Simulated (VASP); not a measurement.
# CaO (I4/mmm) in VASP: further runs

Runs on CaO. Level: LDA. Tasks: single point.

Everything below comes from runs of VASP 6.6.1. Logs are shortened: lines on timing, memory, paths and dates and some standing lists are left out, and cuts for length are marked.

## (1) The cell of the first run

It takes space group I4/mmm (No. 139, tetragonal). The conventional cell has a = 3.312 Å, b = 3.312 Å, c = 4.720 Å, α = 90.00°, β = 90.00°, γ = 90.00°. Ca (site symmetry 4/mmm) has 6 O at 2.34 to 2.36 Å within 3.1 Å. Within 3.1 Å of O (site symmetry 4/mmm) lie 6 Ca at 2.34 to 2.36 Å.

## (2) Single point, LDA (in-plane strain -0.005, then relaxed in part)

INCAR reads:

```
SYSTEM = CaO
PREC = Accurate ; ENCUT = 520
EDIFF = 1E-6 ; ISMEAR = 0
SIGMA = 0.01 ; LREAL = .False.
LASPH = .True. ; NELM = 80
ALGO = Normal ; ISIF = 2
LWAVE = .False. ; LCHARG = .False.
GGA = CA ; NBANDS = 15
```

KPOINTS reads:

```
regular mesh
0
Gamma
  8 8 8
  0 0 0
```

POSCAR reads:

```
CaO
1.0
    2.3421800694      2.3421800694      0.0000000000
   -2.3421800694      2.3421800694      0.0000000000
    0.0000000000      2.3421800694      2.3600092332
Ca O
1 1
Direct
    0.0000000000      0.0000000000      0.0000000000
    0.5000000000      0.5000000000      0.0000000000
```

Potentials or basis: VASP PAW LDA potentials, release 64 (Ca_sv, O).

Run with:

```bash
cat potpaw_LDA.64/Ca_sv/POTCAR potpaw_LDA.64/O/POTCAR > POTCAR
mpirun -np 1 vasp_std > vasp.out
```

OUTCAR:

```text
SYSTEM = CaO
   PREC = Accurate
   ENCUT = 520
   EDIFF = 1E-6
   ISMEAR = 0
   LREAL = .False.
   LASPH = .True.
   NELM = 80
   ISIF = 2
   GGA = CA

 ion  position               nearest neighbor table
   1  0.000  0.000  0.000-   2 2.34   2 2.34   2 2.34   2 2.34   2 2.36   2 2.36
   2  0.500  0.500  0.000-   1 2.34   1 2.34   1 2.34   1 2.34   1 2.36   1 2.36

  LATTYP: Found a body centered tetragonal cell.
 ALAT       =     3.3123428197
 C/A-ratio  =     1.4249788513

  Lattice vectors:

 A1 = (   2.3421800694,   0.0000000000,  -2.3600092332)
 A2 = (  -2.3421800694,   0.0000000000,  -2.3600092332)
 A3 = (   0.0000000000,   2.3421800694,   2.3600092332)

Analysis of symmetry for initial positions (statically):
=====================================================================
 Subroutine PRICEL returns:
 Original cell was already a primitive cell.

 Routine SETGRP: Setting up the symmetry group for a
 body centered tetragonal supercell.

 Subroutine GETGRP returns: Found 16 space group operations
 (whereof 16 operations were pure point group operations)
 out of a pool of 16 trial point group operations.

The static configuration has the point symmetry D_4h.

Analysis of symmetry for dynamics (positions and initial velocities):
=====================================================================
 Subroutine PRICEL returns:
 Original cell was already a primitive cell.

 Routine SETGRP: Setting up the symmetry group for a
 body centered tetragonal supercell.

 Subroutine GETGRP returns: Found 16 space group operations
 (whereof 16 operations were pure point group operations)
 out of a pool of 16 trial point group operations.

The dynamic configuration has the point symmetry D_4h.

 Subroutine INISYM returns: Found 16 space group operations
 (whereof 16 operations are pure point group operations),
 and found     1 'primitive' translations

----------------------------------------------------------------------------------------

                                     Primitive cell

  volume of cell :      25.8931

  direct lattice vectors                    reciprocal lattice vectors
     2.342180069  2.342180069  0.000000000     0.213476328  0.213476328 -0.211863578
    -2.342180069  2.342180069  0.000000000    -0.213476328  0.213476328 -0.211863578
     0.000000000  2.342180069  2.360009233     0.000000000  0.000000000  0.423727156

  length of vectors
     3.312342820  3.312342820  3.324973843     0.368823075  0.368823075  0.423727156

  position of ions in fractional coordinates (direct lattice)
     0.000000000  0.000000000  0.000000000
     0.500000000  0.500000000  0.000000000

  ion indices of the primitive-cell ions
   primitive index   ion index
                 1           1
                 2           2

----------------------------------------------------------------------------------------

 KPOINTS: regular mesh

Automatic generation of k-mesh.
 Grid dimensions read from file:
 generate k-points for:    8    8    8

 Generating k-lattice:

  Cartesian coordinates                     Fractional coordinates (reciprocal lattice)
     0.026684541  0.026684541 -0.026482947     0.125000000  0.000000000  0.000000000
    -0.026684541  0.026684541 -0.026482947     0.000000000  0.125000000  0.000000000
     0.000000000  0.000000000  0.052965894     0.000000000  0.000000000  0.125000000

  Length of vectors
     0.046102884  0.046102884  0.052965894

  Shift w.r.t. Gamma in fractional coordinates (k-lattice)
     0.000000000  0.000000000  0.000000000

 Subroutine IBZKPT returns following result:
 ===========================================

 Found     59 irreducible k-points:

 Following reciprocal coordinates:
            Coordinates               Weight
  0.000000  0.000000  0.000000      1.000000
  0.125000  0.000000  0.000000      8.000000
  0.250000  0.000000  0.000000      8.000000
  0.375000  0.000000  0.000000      8.000000
  0.500000  0.000000  0.000000      4.000000
  0.125000  0.125000  0.000000      8.000000
[... 16 lines left out ...]
  0.250000  0.000000  0.125000      4.000000
  0.375000  0.000000  0.125000      8.000000
 [... further k-points ...]
   k-points           NKPTS =     59   k-points in BZ     NKDIM =     59   number of bands    NBANDS=     15
   number of dos      NEDOS =    301   number of ions     NIONS =      2
   total plane-waves  NPLWV =  21952
   dimension x,y,z NGX =    28 NGY =   28 NGZ =   28
   dimension x,y,z NGXF=    56 NGYF=   56 NGZF=   56
   ions per type =               1   1
   NGX,Y,Z   is equivalent  to a cutoff of  14.05, 14.05, 14.00 a.u.
   NGXF,Y,Z  is equivalent  to a cutoff of  28.11, 28.11, 28.00 a.u.
 SYSTEM =  CaO
   PREC   = accura    normal or accurate (medium, high low for compatibility)
   ISTART =      0    job   : 0-new  1-cont  2-samecut
   ICHARG =      2    charge: 1-file 2-atom 10-const
   ISPIN  =      1    spin polarized calculation?
   LNONCOLLINEAR =      F non collinear calculations
   LSORBIT =      F    spin-orbit coupling
   LASPH  =      T    aspherical Exc in radial PAW
   ENCUT  =  520.0 eV  38.22 Ry    6.18 a.u.   6.16  6.16  6.18*2*pi/ulx,y,z
   NELM   =     80;   NELMIN=  2; NELMDL= -5     # of ELM steps
   EDIFF  = 0.1E-05   stopping-criterion for ELM
   LREAL  =      F    real-space projection
   EDIFFG = 0.1E-04   stopping-criterion for IOM
   NSW    =      0    number of steps for IOM
   IBRION =     -1    ionic relax: 0-MD 1-quasi-New 2-CG
   NFREE  =      0    steps in history (QN), initial steepest desc. (CG)
   ISIF   =      2    stress and relaxation
   ISYM   =      2    0-nonsym 1-usesym 2-fastsym
   POTIM  = 0.5000    time-step for ionic-motion
   TEBEG  =    0.0;   TEEND  =   0.0 temperature during run
   PSTRESS=    0.0 pullay stress
   NELECT =      16.0000    total number of electrons
   NUPDOWN=      -1.0000    fix difference up-down
   EMIN   =  10.00;   EMAX   =-10.00  energy-range for DOS
   EFERMI =   0.00;   METHOD = LEGACY
   ISMEAR =     0;   SIGMA  =   0.01  broadening in eV -4-tet -1-fermi 0-gaus
   EFERMI_NEDOS =   21; number of points for ismear=-14 and -15
   IALGO  =     38    algorithm
   IMIX   =      4    mixing-type and parameters
     AMIX     =   0.40;   BMIX     =  1.00
     AMIX_MAG =   1.60;   BMIX_MAG =  1.00
  volume/ion in A,a.u.               =      12.95        87.37
  Fermi-wavevector in a.u.,A,eV,Ry     =   1.394398  2.635030 26.454429  1.944346
  Thomas-Fermi vector in A             =   2.517951
   LORBIT       =      0    0 simple, 1 ext, 2 COOP (PROOUT), +10 PAW based schemes
   GGA     = CA    functional components
   LHFCALC =     F    Hartree Fock is set to
   AEXX    =    0.0000 exact exchange contribution
   IVDW    =     0    specifies the selected vdW correction
   LEPSILON=     F    determine dielectric tensor
   LRPA    =     F    only Hartree local field effects (RPA)
 non-spin polarized calculation
 Gauss-broadening in eV      SIGMA  =   0.01
  energy-cutoff  :      520.00
  volume of cell :       25.89
 maximum number of plane-waves:       717
 NGX is ok and might be reduce to    28
   NGX = 13   NGY = 13   NGZ = 13

 number of electron      15.9999999 magnetization

 Free energy of the ion-electron system (eV)
  ---------------------------------------------------
  ext. energy  EPLUGINS =         0.00000000
  ---------------------------------------------------
  free energy    TOTEN  =       -14.21768589 eV

  energy without entropy =      -14.21768589  energy(sigma->0) =      -14.21768589

 E-fermi :   2.5425     XC(G=0): -11.3751

 val. band max:        2.4416275493   @ k =   0.0000   0.0000   0.0000
 cond. band min:       5.8374754806   @ k =   0.5000   0.5000   0.0000
 fundamental gap:      3.3958479313
 Fermi energy:         2.5424588325

 k-point     1 :       0.0000    0.0000    0.0000
  band No.  band energies     occupation
      1     -34.3635      2.00000
      2     -15.3503      2.00000
      3     -15.3475      2.00000
      4     -15.3475      2.00000
      5     -12.9125      2.00000
      6       2.4166      2.00000
      7       2.4416      2.00000
      8       2.4416      2.00000
      9       7.5775      0.00000
     10       8.6586      0.00000
     11       8.7164      0.00000
     12       8.7164      0.00000
     13      10.3523      0.00000
     14      10.4250      0.00000
     15      17.6557      0.00000

 k-point     2 :       0.1250    0.0000    0.0000
  band No.  band energies     occupation
      1     -34.3415      2.00000
      2     -15.6646      2.00000
      3     -15.3602      2.00000
      4     -15.3567      2.00000
      5     -12.5893      2.00000
      6       1.8590      2.00000
      7       2.1806      2.00000
      8       2.1944      2.00000
      9       8.2697      0.00000
     10       8.6653      0.00000
     11       8.9779      0.00000
     12       9.0087      0.00000
     13      10.7723      0.00000
     14      10.8491      0.00000
     15      18.3569      0.00000

 k-point     3 :       0.2500    0.0000    0.0000
  band No.  band energies     occupation
      1     -34.2880      2.00000
      2     -16.2433      2.00000
      3     -15.3861      2.00000
      4     -15.3787      2.00000
      5     -11.9915      2.00000
      6       0.7704      2.00000
      7       1.6635      2.00000
      8       1.6717      2.00000
      9       8.7609      0.00000
     10       9.7573      0.00000
     11       9.7675      0.00000
     12       9.7796      0.00000
     13      11.7754      0.00000
     14      11.8604      0.00000
     15      18.9751      0.00000
[... 343 lines left out ...]
 k-point    23 :       0.2500    0.0000    0.1250
  band No.  band energies     occupation
      1     -34.3088      2.00000
      2     -15.9881      2.00000
      3     -15.4437      2.00000
      4     -15.3480      2.00000
      5     -12.2256      2.00000
      6       1.1489      2.00000
      7       1.7614      2.00000
      8       2.1125      2.00000
      9       8.4817      0.00000
     10       8.9762      0.00000
     11       9.2245      0.00000
     12       9.8543      0.00000
     13      11.1995      0.00000
     14      11.7341      0.00000
     15      19.0817      0.00000

 k-point    24 :       0.3750    0.0000    0.1250
  band No.  band energies     occupation
      1     -34.2552      2.00000
      2     -16.4150      2.00000
      3     -15.5167      2.00000
      4     -15.3704      2.00000
      5     -11.7837      2.00000
      6       0.3599      2.00000
      7       1.3245      2.00000
      8       1.6879      2.00000
      9       8.7021      0.00000
     10       9.9313      0.00000
     11      10.0201      0.00000
     12      10.7856      0.00000
     13      12.3116      0.00000
     14      12.7583      0.00000
     15      18.8489      0.00000

 [... further k-points ...]
[... 5 lines left out ...]
  --------------------------------------------------------------------------------------
  -------------------------------------------------------------------------------------
  Total        0.4123209      0.4123209      0.1514366      0.0000000      0.0000000     -0.0000000
  in kB       25.5130109     25.5130109      9.3703819      0.0000000      0.0000000     -0.0000000
  external PRESSURE =      20.1321346 kB  Pullay stress =       0.0000000 kB

 VOLUME and BASIS-vectors are now :
 -----------------------------------------------------------------------------
  energy-cutoff  :      520.00
  volume of cell :       25.89
      direct lattice vectors                 reciprocal lattice vectors
     2.342180069  2.342180069  0.000000000     0.213476328  0.213476328 -0.211863578
    -2.342180069  2.342180069  0.000000000    -0.213476328  0.213476328 -0.211863578
     0.000000000  2.342180069  2.360009233     0.000000000  0.000000000  0.423727156

 POSITION                                       TOTAL-FORCE (eV/Angst)
 -----------------------------------------------------------------------------------
      0.00000      0.00000      0.00000         0.000000      0.000000      0.000000
      0.00000      2.34218      0.00000        -0.000000     -0.000000      0.000000
 -----------------------------------------------------------------------------------
    total drift:                               -0.000000      0.000000     -0.000000

  FREE ENERGIE OF THE ION-ELECTRON SYSTEM (eV)
  ---------------------------------------------------
  free  energy   TOTEN  =       -14.2176858914 eV

  energy  without entropy=      -14.2176858914  energy(sigma->0) =      -14.21768589
```

Wall time 21 s (1 thread of Intel Xeon 6975P-C, shared host); peak memory 0.16 GiB.

What came out:

| Item | Value |
| --- | --- |
| Free energy | -14.2177 eV |
| Pressure | 2.0 GPa |
| Band gap on the k mesh | 3.40 eV, indirect (least direct gap 3.75 eV) |

Levels at points of the mesh, in eV from the valence-band top:
| k point | band 4 | band 5 | band 6 | band 7 | band 8 | band 9 | band 10 | band 11 | band 12 | band 13 |
| --- | --- | --- | --- | --- | --- | --- | --- | --- | --- | --- |
| (0.00, 0.00, 0.00) | -17.79 | -15.35 | -0.03 | 0.00 | 0.00 | 5.14 | 6.22 | 6.27 | 6.27 | 7.91 |
| (0.50, 0.00, 0.00) | -17.85 | -13.77 | -2.89 | -1.39 | -1.39 | 7.27 | 8.67 | 8.68 | 8.84 | 10.97 |
| (0.50, 0.50, 0.00) | -18.09 | -15.11 | -1.25 | -0.38 | -0.36 | 3.40 | 8.54 | 9.27 | 9.97 | 10.03 |
| (0.00, 0.00, 0.50) | -18.09 | -15.11 | -1.31 | -0.35 | -0.35 | 3.42 | 8.54 | 9.26 | 10.00 | 10.00 |

Caveat: the cell differs from its parent crystal (in-plane strain -0.005, then relaxed in part).

## (3) Single point, LDA (in-plane strain -0.005)

INCAR reads:

```
PREC = Accurate
ENCUT = 520
EDIFF = 1E-6
ISMEAR = 0
SIGMA = 0.01
LREAL = F
LASPH = T
NELM = 100
ALGO = Normal
ISIF = 2
LWAVE = F
LCHARG = F
GGA = CA
NBANDS = 15
```

KPOINTS reads:

```
Automatic mesh
0
Gamma
  8 8 8
```

Edit POSCAR of step 2 so:

```diff
@@ -4,3 +4,3 @@
    -2.3421800694      2.3421800694      0.0000000000
-    0.0000000000      2.3421800694      2.3600092332
+    0.0000000000      2.3421800694      2.3610116680
 Ca O
```

Potentials or basis: VASP PAW LDA potentials, release 64 (Ca_sv, O).

Run with:

```bash
cat potpaw_LDA.64/Ca_sv/POTCAR potpaw_LDA.64/O/POTCAR > POTCAR
mpirun -np 1 vasp_std > vasp.out
```

Wall time 25 s (1 thread of Intel Xeon 6975P-C, shared host); peak memory 0.16 GiB.

Results (log left out):

```yaml
Free_energy: -14.2178 eV
Pressure: 2.0 GPa
Band_gap_on_the_k_mesh: 3.40 eV, indirect (least direct gap 3.75 eV)
```

Stress tensor (GPa, compression positive):
```
2.52 0.00 0.00
0.00 2.52 0.00
0.00 0.00 0.82
```

Levels at points of the mesh, in eV from the valence-band top:
```
           k point  band 4  band 5  band 6  band 7  band 8  band 9  band 10  band 11  band 12  band 13
(0.00, 0.00, 0.00)  -17.79  -15.35   -0.03    0.00    0.00    5.13     6.21     6.27     6.27     7.91
(0.50, 0.00, 0.00)  -17.85  -13.78   -2.89   -1.39   -1.39    7.27     8.67     8.68     8.84    10.96
(0.50, 0.50, 0.00)  -18.09  -15.11   -1.25   -0.38   -0.36    3.40     8.54     9.26     9.97    10.03
(0.00, 0.00, 0.50)  -18.09  -15.11   -1.31   -0.35   -0.35    3.42     8.53     9.26    10.00    10.00
```

Caveat: the cell differs from its parent crystal (in-plane strain -0.005).

(Part 1 of 2 ends here.)
